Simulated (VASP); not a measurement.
# Li (Fm-3m) in VASP: further runs, part 2 of 2

VASP 6.6.1. Earlier steps stand in the parts before.

**3. Relaxation of cell and atoms, PBEsol, target pressure 17 GPa, at which the enthalpy is minimised**

INCAR

```
ALGO = Normal ; EDIFF = 1E-6
EDIFFG = -0.005 ; ENCUT = 600
GGA = PS ; IBRION = 2
ISIF = 3 ; ISMEAR = -1
LASPH = T ; LCHARG = F
LREAL = F ; LWAVE = F
NELM = 60 ; NSW = 32
PREC = Accurate ; PSTRESS = 170.0
SIGMA = 0.08
```

KPOINTS

```
k-points
0
Gamma
  18 18 18
```

POSCAR

```
Li
1.0
    0.0000000000      1.8157393606      1.8157393606
    1.8157393606      0.0000000000      1.8157393606
    1.8157393606      1.8157393606      0.0000000000
Li
1
Direct
    0.0000000000      0.0000000000      0.0000000000
```

Potentials or basis: VASP PAW PBE potentials, release 64 (Li_sv).

On the command line:

```
> cat potpaw_PBE.64/Li_sv/POTCAR > POTCAR
> mpirun -np 1 vasp_std > vasp.out
```

OUTCAR:

```text
EDIFF = 1E-6
   EDIFFG = -0.005
   ENCUT = 600
   GGA = PS
   IBRION = 2
   ISIF = 3
   ISMEAR = -1
   LASPH = T
   LREAL = F
   NELM = 60
   NSW = 32
   PREC = Accurate
   PSTRESS = 170.0

 ion  position               nearest neighbor table
   1  0.000  0.000  0.000-

  LATTYP: Found a face centered cubic cell.
 ALAT       =     3.6314787212

  Lattice vectors:

 A1 = (   0.0000000000,   1.8157393606,   1.8157393606)
 A2 = (   1.8157393606,   0.0000000000,   1.8157393606)
 A3 = (   1.8157393606,   1.8157393606,   0.0000000000)

Analysis of symmetry for initial positions (statically):
=====================================================================
 Subroutine PRICEL returns:
 Original cell was already a primitive cell.

 Routine SETGRP: Setting up the symmetry group for a
 face centered cubic supercell.

 Subroutine GETGRP returns: Found 48 space group operations
 (whereof 48 operations were pure point group operations)
 out of a pool of 48 trial point group operations.

The static configuration has the point symmetry O_h .

Analysis of symmetry for dynamics (positions and initial velocities):
=====================================================================
 Subroutine PRICEL returns:
 Original cell was already a primitive cell.

 Routine SETGRP: Setting up the symmetry group for a
 face centered cubic supercell.

 Subroutine GETGRP returns: Found 48 space group operations
 (whereof 48 operations were pure point group operations)
 out of a pool of 48 trial point group operations.

The dynamic configuration has the point symmetry O_h .

 Subroutine INISYM returns: Found 48 space group operations
 (whereof 48 operations are pure point group operations),
 and found     1 'primitive' translations

[... 109 lines left out ...]
   IALGO  =     38    algorithm
   IMIX   =      4    mixing-type and parameters
     AMIX     =   0.40;   BMIX     =  1.00
     AMIX_MAG =   1.60;   BMIX_MAG =  1.00
  volume/ion in A,a.u.               =      11.97        80.80
  Fermi-wavevector in a.u.,A,eV,Ry     =   1.032092  1.950371 14.493115  1.065214
  Thomas-Fermi vector in A             =   2.166273
   LORBIT       =      0    0 simple, 1 ext, 2 COOP (PROOUT), +10 PAW based schemes
   GGA     = PS    functional components
   LHFCALC =     F    Hartree Fock is set to
   AEXX    =    0.0000 exact exchange contribution
   IVDW    =     0    specifies the selected vdW correction
   LEPSILON=     F    determine dielectric tensor
   LRPA    =     F    only Hartree local field effects (RPA)
 conjugate gradient relaxation of ions
 non-spin polarized calculation
  energy-cutoff  :      600.00
  volume of cell :       11.97
 maximum number of plane-waves:       411
 NGX is ok and might be reduce to    24
   NGX = 11   NGY = 11   NGZ = 11

--------------------------------------- Ionic step        1  -------------------------------------------

 number of electron       3.0000002 magnetization

 Free energy of the ion-electron system (eV)
  ---------------------------------------------------
  ext. energy  EPLUGINS =         0.00000000
  ---------------------------------------------------
  free energy    TOTEN  =        -1.67380822 eV

  energy without entropy =       -1.66647066  energy(sigma->0) =       -1.67013944

------------------------ aborting loop because EDIFF is reached ----------------------------------------

  FORCE on cell =-STRESS in cart. coord.  units (eV):
  Direction    XX          YY          ZZ          XY          YZ          ZX
  --------------------------------------------------------------------------------------
  -------------------------------------------------------------------------------------
  Total        1.2567243      1.2567243      1.2567243     -0.0000000      0.0000000      0.0000000
  in kB      168.1744754    168.1744754    168.1744754     -0.0000000      0.0000000      0.0000000
  external PRESSURE =      -1.8255246 kB  Pullay stress =     170.0000000 kB
[... 61 lines left out ...]
--------------------------------------- Ionic step        3  -------------------------------------------

 number of electron       3.0000002 magnetization

 Free energy of the ion-electron system (eV)
  ---------------------------------------------------
  ext. energy  EPLUGINS =         0.00000000
  ---------------------------------------------------
  free energy    TOTEN  =        -1.66951808 eV

  energy without entropy =       -1.66218762  energy(sigma->0) =       -1.66585285

 E-fermi :   2.4659     XC(G=0):  -8.4511

 val. band max:        2.4326189323   @ k =  -0.4444   0.1111   0.0556
 cond. band min:       2.4904882801   @ k =  -0.4444   0.1111   0.0000
 fundamental gap:      0.0578693478
 Fermi energy:         2.4659089148

 k-point     1 :       0.0000    0.0000    0.0000
  band No.  band energies     occupation
      1     -42.7223      2.00000
      2      -1.5771      2.00000
      3      23.1145      0.00000
      4      23.1145      0.00000
      5      23.1145      0.00000
[... 177 lines left out ...]
 k-point    24 :      -0.2222    0.0556    0.0000
  band No.  band energies     occupation
      1     -42.6567      2.00000
      2      -0.3740      2.00000
      3      14.3958      0.00000
      4      19.9524      0.00000
      5      22.2446      0.00000

 [... further k-points ...]
[... 5 lines left out ...]
  --------------------------------------------------------------------------------------
  -------------------------------------------------------------------------------------
  Total        1.2666223      1.2666223      1.2666223      0.0000000     -0.0000000     -0.0000000
  in kB      170.0765740    170.0765740    170.0765740      0.0000000     -0.0000000     -0.0000000
  external PRESSURE =       0.0765740 kB  Pullay stress =     170.0000000 kB
[... 20 lines left out ...]
  energy  without entropy=       -1.6621876214  energy(sigma->0) =       -1.66585285

  enthalpy is  TOTEN    =        -0.4034660380 eV   P V=        1.2660520423

 reached required accuracy - stopping structural energy minimisation
```

Run time: 7.2 s. Hardware: 1 thread of Intel Xeon 6975P-C (Granite Rapids), shared host; peak memory 0.13 GiB.

Results:

```
Free energy                                            : -1.6695 eV
Relaxed volume                                         : 11.93 Å³/atom
Relaxed cell                                           : a = 2.565 Å, b = 2.565 Å, c = 2.565 Å, α = 60.00°, β = 60.00°, γ = 60.00°
Space group after relaxing (to 0.05 Å)                 : Fm-3m (No. 225)
Energy change on relaxing (the enthalpy is what falls) : +4.3 meV/atom
Ionic steps                                            : 3
Pressure after relaxing                                : 17.0 GPa
```

Step by step:
```tsv
step	energy change (eV)	largest force (eV/Å)	pressure (GPa)	volume (Å³)
1	0.0000	0.0000	16.82	11.97
2	0.0025	0.0000	16.92	11.95
3	0.0043	0.0000	17.01	11.93
```

Final structure:
```
Li
1.0
     0.00000    1.81368    1.81368
     1.81368    0.00000    1.81368
     1.81368    1.81368    0.00000
Li
1
Direct
  0.00000 0.00000 0.00000
```

Caveat: the cutoff is under 1.25 times the usual one of these potentials, so pressure, stress and relaxed cells hold a basis-set (Pulay) error; the cell is relaxed towards a set pressure, so the enthalpy falls and the energy may rise; the PAW data sets were made with another functional, which shifts forces and pressure a little.

**4. Relaxation of cell and atoms, PBEsol, target pressure 17 GPa, at which the enthalpy is minimised**

This run uses another cell than the first one, of 12.02 Å³/atom, 1.004 times its volume.

INCAR

```
  PREC = Accurate
  ENCUT = 600
  EDIFF = 1E-6
  ISMEAR = -1
  SIGMA = 0.08
  LREAL = F
  LASPH = T
  NELM = 80
  ALGO = Normal
  ISIF = 3
  LWAVE = F
  LCHARG = F
  GGA = PS
  IBRION = 2
  NSW = 60
  EDIFFG = -0.005
  PSTRESS = 170.0
```

KPOINTS

```
Automatic mesh
0
Gamma
  18 18 18
```

POSCAR

```
Li
1.0
    0.0000000000      1.8182561891      1.8182561891
    1.8182561891      0.0000000000      1.8182561891
    1.8182561891      1.8182561891      0.0000000000
Li
1
Direct
    0.0000000000      0.0000000000      0.0000000000
```

On the command line:

```
> cat potpaw_PBE.64/Li_sv/POTCAR > POTCAR
> mpirun -np 1 vasp_std > vasp.out
```

Wall time 7.3 s (1 thread of Intel Xeon 6975P-C (Granite Rapids), shared host); peak memory 0.13 GiB.

The run converged. Its results:

```yaml
Free_energy: -1.6695 eV
Relaxed_volume: 11.93 Å³/atom
Relaxed_cell: a = 2.565 Å, b = 2.565 Å, c = 2.565 Å, α = 60.00°, β = 60.00°, γ = 60.00°
Space_group_after_relaxing_to_0.05_Å: Fm-3m (No. 225)
Energy_change_on_relaxing_the_enthalpy_is_what_falls: +9.6 meV/atom
Ionic_steps: 3
Pressure_after_relaxing: 17.0 GPa
```

Step by step:
```
step  energy change (eV)  largest force (eV/Å)  pressure (GPa)  volume (Å³)
   1              0.0000                0.0000           16.57        12.02
   2              0.0059                0.0000           16.83        11.97
   3              0.0096                0.0000           17.01        11.93
```

Final structure:
```
CELL_PARAMETERS angstrom
0.00000 1.81360 1.81360
1.81360 0.00000 1.81360
1.81360 1.81360 0.00000
ATOMIC_POSITIONS crystal
Li 0.00000 0.00000 0.00000
```

Levels at points of the mesh, in eV from the Fermi level:
```tsv
k point	band 1	band 2	band 3	band 4	band 5
(0.00, 0.00, 0.00)	-45.19	-4.04	20.65	20.65	20.65
(0.50, 0.00, 0.00)	-45.05	-0.31	5.22	18.15	18.15
(0.50, 0.50, 0.00)	-45.01	1.96	7.02	11.96	11.96
```

Caveat: the cutoff is under 1.25 times the usual one of these potentials, so pressure, stress and relaxed cells hold a basis-set (Pulay) error; the cell is relaxed towards a set pressure, so the enthalpy falls and the energy may rise; the PAW data sets were made with another functional, which shifts forces and pressure a little.

**5. Overview**

| task | cell | cutoff (eV) | gap on the mesh (eV) | pressure (GPa) |
| --- | --- | --- | --- | --- |
| single point | a = 2.568 Å, angles 60.0°, 1 atom | 520 | none | - |
| relaxation of cell and atoms | relaxed to 17 GPa from a = 2.568 Å, angles 60.0°, 1 atom | 600 | none | 17.0 |
| relaxation of cell and atoms | relaxed to 17 GPa from a = 2.571 Å, angles 60.0°, 1 atom | 600 | none | 17.0 |

Alike in all rows: level PBEsol; potentials or basis VASP PAW PBE potentials, release 64 (Li_sv); no spin polarisation; k mesh 18 × 18 × 18; smearing fermi-dirac 0.08 eV.

Caveats: the cutoff is under 1.25 times the usual one of these potentials, so pressure, stress and relaxed cells hold a basis-set (Pulay) error; the PAW data sets were made with another functional, which shifts forces and pressure a little; the cell is relaxed towards a set pressure, so the enthalpy falls and the energy may rise (some runs).

Absolute energies hang on the potentials; compare differences alone.
